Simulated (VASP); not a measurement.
# Ti (P6_3/mmc) in VASP: notebook

Ti is run at these levels: PBE; tasks: single point, relaxation of cell and atoms.

Program: VASP 6.6.1. These are calculated values, not measurements. Logs are shortened: lines on timing, memory, paths and dates and some standing lists are left out, and cuts for length are marked.

**1. The cell of the first run**

It takes space group P6_3/mmc (No. 194, hexagonal). The conventional cell has a = 2.806 Å, b = 2.806 Å, c = 4.436 Å, α = 90.00°, β = 90.00°, γ = 120.00°. Ti (site symmetry -6m2) has 12 Ti at 2.75 to 2.81 Å within 3.6 Å.

**2. Single point, PBE**

Input file INCAR:

```
ALGO = Normal
EDIFF = 1E-7
ENCUT = 520
GGA = PE
ISIF = 2
ISMEAR = -1
LASPH = True
LCHARG = False
LREAL = False
LWAVE = False
NBANDS = 19
NELM = 100
PREC = Accurate
SIGMA = 0.05
```

Input file KPOINTS:

```
k-points
0
Gamma
  8 8 4
```

Input file POSCAR:

```
Ti
1.0
    2.8062399589      0.0000000000      0.0000000000
   -1.4031199795      2.4302750935      0.0000000000
    0.0000000000      0.0000000000      4.4355047359
Ti
2
Direct
    0.3333333333      0.6666666667      0.2500000000
    0.6666666667      0.3333333333      0.7500000000
```

Potentials or basis: VASP PAW PBE potentials, release 64 (Ti_sv).

Command:

```
$ cat potpaw_PBE.64/Ti_sv/POTCAR > POTCAR
$ mpirun -np 1 vasp_std > vasp.out
```

OUTCAR:

```text
EDIFF = 1E-7
   ENCUT = 520
   GGA = PE
   ISIF = 2
   ISMEAR = -1
   LASPH = True
   LREAL = False
   NELM = 100
   PREC = Accurate

 ion  position               nearest neighbor table
   1  0.333  0.667  0.250-   2 2.75   2 2.75   2 2.75   2 2.75   2 2.75   2 2.75
   2  0.667  0.333  0.750-   1 2.75   1 2.75   1 2.75   1 2.75   1 2.75   1 2.75

  LATTYP: Found a hexagonal cell.
 ALAT       =     2.8062399589
 C/A-ratio  =     1.5805864077

  Lattice vectors:

 A1 = (   2.8062399589,   0.0000000000,   0.0000000000)
 A2 = (  -1.4031199795,   2.4302750935,   0.0000000000)
 A3 = (   0.0000000000,   0.0000000000,   4.4355047359)

Analysis of symmetry for initial positions (statically):
=====================================================================
 Subroutine PRICEL returns:
 Original cell was already a primitive cell.

 Routine SETGRP: Setting up the symmetry group for a
 hexagonal supercell.

 Subroutine GETGRP returns: Found 24 space group operations
 (whereof 12 operations were pure point group operations)
 out of a pool of 24 trial point group operations.

The static configuration has the point symmetry D_3d.
 The point group associated with its full space group is D_6h.

Analysis of symmetry for dynamics (positions and initial velocities):
=====================================================================
 Subroutine PRICEL returns:
 Original cell was already a primitive cell.

 Routine SETGRP: Setting up the symmetry group for a
 hexagonal supercell.

 Subroutine GETGRP returns: Found 24 space group operations
 (whereof 12 operations were pure point group operations)
 out of a pool of 24 trial point group operations.

The dynamic configuration has the point symmetry D_3d.
 The point group associated with its full space group is D_6h.

 Subroutine INISYM returns: Found 24 space group operations
 (whereof 12 operations are pure point group operations),
 and found     1 'primitive' translations

----------------------------------------------------------------------------------------

                                     Primitive cell

  volume of cell :      30.2499

  direct lattice vectors                    reciprocal lattice vectors
     2.806239959  0.000000000  0.000000000     0.356348714  0.205738026  0.000000000
    -1.403119980  2.430275094  0.000000000     0.000000000  0.411476052  0.000000000
     0.000000000  0.000000000  4.435504736     0.000000000  0.000000000  0.225453485

  length of vectors
     2.806239959  2.806239959  4.435504736     0.411476052  0.411476052  0.225453485

  position of ions in fractional coordinates (direct lattice)
     0.333333333  0.666666667  0.250000000
     0.666666667  0.333333333  0.750000000

  ion indices of the primitive-cell ions
   primitive index   ion index
                 1           1
                 2           2

----------------------------------------------------------------------------------------

 KPOINTS: k-points

Automatic generation of k-mesh.
 Grid dimensions read from file:
 generate k-points for:    8    8    4

 Generating k-lattice:

  Cartesian coordinates                     Fractional coordinates (reciprocal lattice)
     0.044543589  0.025717253  0.000000000     0.125000000 -0.000000000  0.000000000
     0.000000000  0.051434506  0.000000000     0.000000000  0.125000000  0.000000000
     0.000000000  0.000000000  0.056363371     0.000000000  0.000000000  0.250000000

  Length of vectors
     0.051434506  0.051434506  0.056363371

  Shift w.r.t. Gamma in fractional coordinates (k-lattice)
     0.000000000  0.000000000  0.000000000

 Subroutine IBZKPT returns following result:
 ===========================================

 Found     30 irreducible k-points:

 Following reciprocal coordinates:
            Coordinates               Weight
  0.000000  0.000000  0.000000      1.000000
  0.125000  0.000000  0.000000      6.000000
  0.250000  0.000000  0.000000      6.000000
  0.375000  0.000000  0.000000      6.000000
  0.500000  0.000000  0.000000      3.000000
  0.125000  0.125000  0.000000      6.000000
[... 16 lines left out ...]
  0.250000  0.000000  0.500000      6.000000
  0.375000  0.000000  0.500000      6.000000
 [... further k-points ...]
   k-points           NKPTS =     30   k-points in BZ     NKDIM =     30   number of bands    NBANDS=     19
   number of dos      NEDOS =    301   number of ions     NIONS =      2
   total plane-waves  NPLWV =  20736
   dimension x,y,z NGX =    24 NGY =   24 NGZ =   36
   dimension x,y,z NGXF=    48 NGYF=   48 NGZF=   72
   ions per type =               2
   NGX,Y,Z   is equivalent  to a cutoff of  14.22, 14.22, 13.49 a.u.
   NGXF,Y,Z  is equivalent  to a cutoff of  28.44, 28.44, 26.99 a.u.
 SYSTEM =  unknown system
   PREC   = accura    normal or accurate (medium, high low for compatibility)
   ISTART =      0    job   : 0-new  1-cont  2-samecut
   ICHARG =      2    charge: 1-file 2-atom 10-const
   ISPIN  =      1    spin polarized calculation?
   LNONCOLLINEAR =      F non collinear calculations
   LSORBIT =      F    spin-orbit coupling
   LASPH  =      T    aspherical Exc in radial PAW
   ENCUT  =  520.0 eV  38.22 Ry    6.18 a.u.   5.22  5.22  8.25*2*pi/ulx,y,z
   NELM   =    100;   NELMIN=  2; NELMDL= -5     # of ELM steps
   EDIFF  = 0.1E-06   stopping-criterion for ELM
   LREAL  =      F    real-space projection
   EDIFFG = 0.1E-05   stopping-criterion for IOM
   NSW    =      0    number of steps for IOM
   IBRION =     -1    ionic relax: 0-MD 1-quasi-New 2-CG
   NFREE  =      0    steps in history (QN), initial steepest desc. (CG)
   ISIF   =      2    stress and relaxation
   ISYM   =      2    0-nonsym 1-usesym 2-fastsym
   POTIM  = 0.5000    time-step for ionic-motion
   TEBEG  =    0.0;   TEEND  =   0.0 temperature during run
   PSTRESS=    0.0 pullay stress
   NELECT =      24.0000    total number of electrons
   NUPDOWN=      -1.0000    fix difference up-down
   EMIN   =  10.00;   EMAX   =-10.00  energy-range for DOS
   EFERMI =   0.00;   METHOD = LEGACY
   ISMEAR =    -1;   SIGMA  =   0.05  broadening in eV -4-tet -1-fermi 0-gaus
   EFERMI_NEDOS =   21; number of points for ismear=-14 and -15
   IALGO  =     38    algorithm
   IMIX   =      4    mixing-type and parameters
     AMIX     =   0.40;   BMIX     =  1.00
     AMIX_MAG =   1.60;   BMIX_MAG =  1.00
  volume/ion in A,a.u.               =      15.12       102.07
  Fermi-wavevector in a.u.,A,eV,Ry     =   1.515552  2.863978 31.251189  2.296898
  Thomas-Fermi vector in A             =   2.625060
   LORBIT       =      0    0 simple, 1 ext, 2 COOP (PROOUT), +10 PAW based schemes
   GGA     = PE    functional components
   LHFCALC =     F    Hartree Fock is set to
   AEXX    =    0.0000 exact exchange contribution
   IVDW    =     0    specifies the selected vdW correction
   LEPSILON=     F    determine dielectric tensor
   LRPA    =     F    only Hartree local field effects (RPA)
 non-spin polarized calculation
  energy-cutoff  :      520.00
  volume of cell :       30.25
 maximum number of plane-waves:       823
 NGX is ok and might be reduce to    24
   NGX = 11   NGY = 11   NGZ = 17

 number of electron      23.9999995 magnetization

 Free energy of the ion-electron system (eV)
  ---------------------------------------------------
  ext. energy  EPLUGINS =         0.00000000
  ---------------------------------------------------
  free energy    TOTEN  =       -15.45305671 eV

  energy without entropy =      -15.44345197  energy(sigma->0) =      -15.44825434

 E-fermi :   9.9183     XC(G=0): -12.1662

 val. band max:        9.7643443461   @ k =   0.2500   0.2500   0.5000
 cond. band min:       9.9193942455   @ k =   0.3750   0.2500   0.2500
 fundamental gap:      0.1550498994
 Fermi energy:         9.9183222988

 k-point     1 :       0.0000    0.0000    0.0000
  band No.  band energies     occupation
      1     -46.7757      2.00000
      2     -46.5374      2.00000
      3     -23.5406      2.00000
      4     -22.5755      2.00000
      5     -22.5755      2.00000
      6     -22.4408      2.00000
[... 11 lines left out ...]
     18      11.7420      0.00000
     19      13.5903      0.00000

 k-point     2 :       0.1250    0.0000    0.0000
  band No.  band energies     occupation
      1     -46.7499      2.00000
      2     -46.5275      2.00000
      3     -23.4882      2.00000
      4     -22.6827      2.00000
      5     -22.6106      2.00000
      6     -22.5332      2.00000
[... 11 lines left out ...]
     18      11.6496      0.00000
     19      13.7371      0.00000

 k-point     3 :       0.2500    0.0000    0.0000
  band No.  band energies     occupation
      1     -46.6841      2.00000
      2     -46.5063      2.00000
      3     -23.3475      2.00000
      4     -22.9441      2.00000
      5     -22.7858      2.00000
      6     -22.6902      2.00000
[... 11 lines left out ...]
     18      12.5078      0.00000
     19      13.9594      0.00000

 k-point     4 :       0.3750    0.0000    0.0000
  band No.  band energies     occupation
      1     -46.6094      2.00000
      2     -46.4932      2.00000
      3     -23.2070      2.00000
      4     -23.1681      2.00000
      5     -23.0230      2.00000
      6     -22.7653      2.00000
[... 11 lines left out ...]
     18      13.5404      0.00000
     19      14.0886      0.00000

 k-point     5 :       0.5000    0.0000    0.0000
  band No.  band energies     occupation
      1     -46.5716      2.00000
      2     -46.4944      2.00000
      3     -23.3155      2.00000
      4     -23.1179      2.00000
      5     -23.0625      2.00000
      6     -22.7954      2.00000
[... 11 lines left out ...]
     18      14.1260      0.00000
     19      15.0795      0.00000
[... 334 lines left out ...]
      2     -46.6579      2.00000
      3     -23.0055      2.00000
      4     -23.0055      2.00000
      5     -22.4996      2.00000
      6     -22.4996      2.00000
[... 11 lines left out ...]
     18      13.1818      0.00000
     19      13.1818      0.00000

 k-point    22 :       0.1250    0.0000    0.5000
  band No.  band energies     occupation
      1     -46.6398      2.00000
      2     -46.6398      2.00000
      3     -23.0268      2.00000
      4     -23.0268      2.00000
      5     -22.5683      2.00000
      6     -22.5683      2.00000
[... 11 lines left out ...]
     18      13.1383      0.00000
     19      13.3253      0.00000

 k-point    23 :       0.2500    0.0000    0.5000
  band No.  band energies     occupation
      1     -46.5958      2.00000
      2     -46.5958      2.00000
      3     -23.1380      2.00000
      4     -23.1380      2.00000
      5     -22.6692      2.00000
      6     -22.6692      2.00000
[... 11 lines left out ...]
     18      13.1732      0.00000
     19      13.7006      0.00000

 k-point    24 :       0.3750    0.0000    0.5000
  band No.  band energies     occupation
      1     -46.5514      2.00000
      2     -46.5514      2.00000
      3     -23.3189      2.00000
      4     -23.3189      2.00000
      5     -22.6940      2.00000
      6     -22.6940      2.00000
[... 11 lines left out ...]
     18      13.6322      0.00000
     19      14.1122      0.00000

 [... further k-points ...]
[... 5 lines left out ...]
  --------------------------------------------------------------------------------------
  -------------------------------------------------------------------------------------
  Total        3.6662753      3.6662753      3.6669280     -0.0000000      0.0000000     -0.0000000
  in kB      194.1835210    194.1835210    194.2180895     -0.0000000      0.0000000     -0.0000000
  external PRESSURE =     194.1950438 kB  Pullay stress =       0.0000000 kB

 VOLUME and BASIS-vectors are now :
 -----------------------------------------------------------------------------
  energy-cutoff  :      520.00
  volume of cell :       30.25
      direct lattice vectors                 reciprocal lattice vectors
     2.806239959  0.000000000  0.000000000     0.356348714  0.205738026  0.000000000
    -1.403119980  2.430275094  0.000000000     0.000000000  0.411476052  0.000000000
     0.000000000  0.000000000  4.435504736     0.000000000  0.000000000  0.225453485

 POSITION                                       TOTAL-FORCE (eV/Angst)
 -----------------------------------------------------------------------------------
     -0.00000      1.62018      1.10888         0.000000      0.000000      0.000000
      1.40312      0.81009      3.32663        -0.000000      0.000000      0.000000
 -----------------------------------------------------------------------------------
    total drift:                               -0.000000      0.000000     -0.000000

  FREE ENERGIE OF THE ION-ELECTRON SYSTEM (eV)
  ---------------------------------------------------
  free  energy   TOTEN  =       -15.4530567140 eV

  energy  without entropy=      -15.4434519699  energy(sigma->0) =      -15.44825434
```

It took 14 s on 1 thread of AMD EPYC 9R45 (Zen 5), shared host; peak memory 0.12 GiB.

What came out:

- Free energy: -15.4531 eV
- Pressure: 19.4 GPa
- Band gap on the k mesh: zero (band 12 reaches 10.71 eV, above the bottom of band 13 at 9.73 eV)

Levels at points of the mesh, in eV from the Fermi level:
```
           k point  band 8  band 9  band 10  band 11  band 12  band 13  band 14  band 15  band 16  band 17
(0.00, 0.00, 0.00)  -32.34   -6.54    -3.09     0.79     0.79     0.97     1.21     1.41     1.41     1.82
(0.50, 0.00, 0.00)  -32.45   -2.65    -2.57    -2.27    -0.48     0.44     0.74     1.36     3.90     4.19
(0.00, 0.00, 0.50)  -32.42   -4.49    -4.49     0.06     0.06     0.68     0.68     0.68     0.68     3.26
(0.50, 0.00, 0.50)  -32.58   -2.97    -2.97    -1.04    -1.04     1.73     1.73     1.96     1.96     4.07
```

**3. Single point, PBE**

This run uses another cell than the first one, of 17.36 Å³/atom, 1.148 times its volume.

Input file INCAR:

```
PREC = Accurate
ENCUT = 520
EDIFF = 1E-6
ISMEAR = -1
SIGMA = 0.05
LREAL = False
LASPH = True
NELM = 60
ALGO = Normal
ISIF = 2
LWAVE = False
LCHARG = True
GGA = PE
LELF = True
LVHAR = True
NBANDS = 19
```

Input file KPOINTS:

```
regular mesh
0
Gamma
  8 8 4
```

Input file POSCAR:

```
Ti
1.0
    2.9412562171      0.0000000000      0.0000000000
   -1.4706281085      2.5472026030      0.0000000000
    0.0000000000      0.0000000000      4.6350578483
Ti
2
Direct
    0.3333333333      0.6666666667      0.2500000000
    0.6666666667      0.3333333333      0.7500000000
```

Potentials or basis: VASP PAW PBE potentials, release 64 (Ti_sv).

Command:

```
$ cat potpaw_PBE.64/Ti_sv/POTCAR > POTCAR
$ mpirun -np 1 vasp_std > vasp.out
```

Run time: 12 s. Hardware: 1 thread of AMD EPYC 9R45 (Zen 5), shared host; peak memory 0.13 GiB.

It converged, with:

```yaml
Free_energy: -15.6943 eV
Pressure: -0.2 GPa
Band_gap_on_the_k_mesh: zero (band 12 reaches 9.11 eV, above the bottom of band 13 at 8.11 eV)
```

Levels at points of the mesh, in eV from the Fermi level:
| k point | band 8 | band 9 | band 10 | band 11 | band 12 | band 13 | band 14 | band 15 | band 16 | band 17 |
| --- | --- | --- | --- | --- | --- | --- | --- | --- | --- | --- |
| (0.00, 0.00, 0.00) | -32.73 | -6.24 | -2.71 | 0.74 | 0.74 | 0.79 | 0.90 | 1.25 | 1.25 | 1.58 |
| (0.50, 0.00, 0.00) | -32.80 | -2.38 | -2.19 | -1.86 | -0.67 | 0.44 | 0.63 | 1.17 | 3.30 | 3.53 |
| (0.00, 0.00, 0.50) | -32.78 | -4.37 | -4.37 | 0.08 | 0.08 | 0.64 | 0.64 | 0.64 | 0.64 | 2.78 |
| (0.50, 0.00, 0.50) | -32.89 | -2.57 | -2.57 | -0.83 | -0.83 | 1.30 | 1.30 | 1.69 | 1.69 | 3.44 |

**4. Relaxation of cell and atoms, PBE**

This run uses another cell than the first one, of 17.60 Å³/atom, 1.164 times its volume.

Input file INCAR:

```
ALGO = Normal
EDIFF = 1E-6
EDIFFG = -0.01
ENCUT = 600
GGA = PE
IBRION = 2
ISIF = 3
ISMEAR = -1
LASPH = True
LCHARG = False
LREAL = False
LWAVE = False
NELM = 80
NSW = 80
PREC = Accurate
SIGMA = 0.05
```

Input file KPOINTS:

```
k-points
0
Gamma
  8 8 4
```

Input file POSCAR:

```
Ti
1.0
    2.9200000000      0.0000000000      0.0000000000
   -1.4600000000      2.5287941791      0.0000000000
    0.0000000000      0.0000000000      4.7683600000
Ti
2
Direct
    0.3333333333      0.6666666667      0.2500000000
    0.6666666667      0.3333333333      0.7500000000
```

Command:

```
$ cat potpaw_PBE.64/Ti_sv/POTCAR > POTCAR
$ mpirun -np 1 vasp_std > vasp.out
```

Wall time 39 s (1 thread of AMD EPYC 9R45 (Zen 5), shared host); peak memory 0.14 GiB.

Results (log left out):

```
Free energy                            : -15.6941 eV
Relaxed volume                         : 17.31 Å³/atom
Relaxed cell                           : a = 2.939 Å, b = 2.939 Å, c = 4.629 Å, α = 90.00°, β = 90.00°, γ = 120.00°
Space group after relaxing (to 0.05 Å) : P6_3/mmc (No. 194)
Energy gained by relaxing              : 6.4 meV/atom
Ionic steps                            : 5
Pressure after relaxing                : 0.1 GPa
Band gap on the k mesh                 : zero (band 12 reaches 9.14 eV, above the bottom of band 13 at 8.14 eV)
```

Step by step:
```
step  energy change (eV)  largest force (eV/Å)  pressure (GPa)  volume (Å³)
   1              0.0000                0.0000           -1.64        35.21
   2             -0.0091                0.0000            1.20        34.29
   3             -0.0091                0.0000            0.95        34.36
   4             -0.0126                0.0000            0.16        34.58
   5             -0.0127                0.0000            0.07        34.61
```

Final structure:
```
CELL_PARAMETERS angstrom
2.93861 0.00000 0.00000
-1.46930 2.54491 0.00000
0.00000 0.00000 4.62855
ATOMIC_POSITIONS crystal
Ti 0.33333 0.66667 0.25000
Ti 0.66667 0.33333 0.75000
```

Levels at points of the mesh, in eV from the Fermi level:
```
           k point  band 9  band 10  band 11  band 12  band 13  band 14  band 15  band 16
(0.00, 0.00, 0.00)   -6.25    -2.72     0.74     0.74     0.80     0.90     1.25     1.25
(0.50, 0.00, 0.00)   -2.38    -2.20    -1.87    -0.67     0.43     0.63     1.18     3.31
(0.00, 0.00, 0.50)   -4.37    -4.37     0.08     0.08     0.64     0.64     0.64     0.64
(0.50, 0.00, 0.50)   -2.58    -2.58    -0.83    -0.83     1.30     1.30     1.70     1.70
```

**5. The runs side by side**

```csv
task,cell,cutoff (eV),gap on the mesh (eV),pressure (GPa)
single point,"a = 2.806, b = 2.806, c = 4.436 Å, angles 90.0, 90.0, 120.0°, 2 atoms",520,none,19.4
single point,"a = 2.941, b = 2.941, c = 4.635 Å, angles 90.0, 90.0, 120.0°, 2 atoms",520,none,-0.2
relaxation of cell and atoms,"relaxed from a = 2.920, b = 2.920, c = 4.768 Å, angles 90.0, 90.0, 120.0°, 2 atoms",600,none,0.1
```

Alike in all rows: level PBE; potentials or basis VASP PAW PBE potentials, release 64 (Ti_sv); no spin polarisation; k mesh 8 × 8 × 4; smearing fermi-dirac 0.05 eV.

Absolute energies hang on the potentials; compare differences alone.
